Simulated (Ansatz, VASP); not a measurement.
**Ta in VASP and in Ansatz**

POSCAR

```
Ta
1.0
    0.0000000000      3.1085366715      3.1085366715
    3.1085366715      0.0000000000      3.1085366715
    3.1085366715      3.1085366715      0.0000000000
Ta
2
Direct
    0.1250000000      0.1250000000      0.1250000000
    0.8750000000      0.8750000000      0.8750000000
```

Contents of INCAR.step1:

```
SYSTEM = Ta
PREC = Accurate
ENCUT = 520
ISMEAR = -1
SIGMA = 0.1
LREAL = .FALSE.
LASPH = .TRUE.
NELM = 100
NBANDS = 18
GGA = PE
ALGO = Normal
EDIFF = 1E-4
LWAVE = .TRUE.
LCHARG = .FALSE.
```

Contents of INCAR.step2:

```
SYSTEM = Ta
PREC = Accurate
ENCUT = 520
EDIFF = 1E-6
ISMEAR = -1
SIGMA = 0.1
LREAL = .FALSE.
LASPH = .TRUE.
NELM = 100
ALGO = Normal
ISIF = 2
LWAVE = .FALSE.
LCHARG = .TRUE.
METAGGA = R2SCAN
LMIXTAU = .TRUE.
LELF = .TRUE.
LVHAR = .TRUE.
NBANDS = 18
ISTART = 1
```

The input KPOINTS:

```
regular mesh
0
G
  10 10 10
  0 0 0
```

Input for Ansatz:

```yaml
crystal:
  lattice:
    - [0.0, 3.1085366715, 3.1085366715]
    - [3.1085366715, 0.0, 3.1085366715]
    - [3.1085366715, 3.1085366715, 0.0]
  atoms:
    - { symbol: Ta, position: [0.125, 0.125, 0.125] }
    - { symbol: Ta, position: [0.875, 0.875, 0.875] }
hamiltonian:
  xc: r2scan
  pseudopotentials:
    kind: paw
    azcp:
      Ta: "pseudopotentials/Ta.paw.azcp"
basis:
  ecutwfc: 500
  fft_grid_basis: typed
kpoints:
  mp_grid: { grid: [10, 10, 10], shift: [0, 0, 0] }
magnetization:
  spin_polarized: false
scf:
  occupations: { method: fermi_dirac, width: 0.1 }
  lower_state_search: "off"
output:
  stress: true
```

Alike in both runs: task single point; functional r2SCAN; k mesh 10 × 10 × 10; occupations fermi-dirac, width 0.1 eV; no spin polarisation.

|  | VASP | Ansatz |
| --- | --- | --- |
| version | VASP 6.6.1 | Ansatz 0.2.0 |
| potentials or method | VASP PAW PBE potentials, release 64 (Ta_pv), cutoff 520 eV | plane waves (500 eV) with PAW, scalar-relativistic |
| valence electrons in the cell | 22 | 26 |

|  | VASP | Ansatz | Ansatz less VASP |
| --- | --- | --- | --- |
| pressure (GPa) | -4.5 | -4.7 | -0.19 |

VASP's potentials were made for PBE, not for r2SCAN. The functional is the same, so the differences come from potentials, cutoffs and numerics. VASP's potentials hold 22 valence electrons a cell and Ansatz's 26, so a difference there can come from the potentials and not from the codes.

Neither program's run includes spin-orbit coupling.
